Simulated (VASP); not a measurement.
A run of VASP 6.6.1 is set up as follows.

Contents of INCAR:

```
PREC = Accurate ; ENCUT = 520
EDIFF = 1E-7 ; ISMEAR = 0
SIGMA = 0.05 ; LREAL = F
LASPH = T ; NELM = 80
ALGO = Fast ; ISIF = 2
LWAVE = F ; LCHARG = F
GGA = PS ; NBANDS = 24
```

KPOINTS

```
Automatic mesh
0
Gamma
  8 8 8
```

File POSCAR:

```
YRe3
1.0
    4.0399703470      0.0000000000      0.0000000000
    0.0000000000      4.0399703470      0.0000000000
    0.0000000000      0.0000000000      4.0399703470
Y Re
1 3
Direct
    0.0000000000      0.0000000000      0.0000000000
    0.0000000000      0.5000000000      0.5000000000
    0.5000000000      0.5000000000      0.0000000000
    0.5000000000      0.0000000000      0.5000000000
```

Potentials or basis: VASP PAW PBE potentials, release 64 (Y_sv, Re).

Launch:

```sh
$ cat potpaw_PBE.64/Y_sv/POTCAR potpaw_PBE.64/Re/POTCAR > POTCAR
$ mpirun -np 1 vasp_std > vasp.out
```

Question: Estimate the band gap on the k mesh.

Answer: Zero (band 16 reaches 8.35 eV, above the bottom of band 17 at 6.13 eV).

Question: What does it give for the pressure?

Answer: 4.7 GPa.

Caveat: the PAW data sets were made with another functional, which shifts forces and pressure a little; spin-orbit coupling is left out, which moves the levels of the heavy elements.
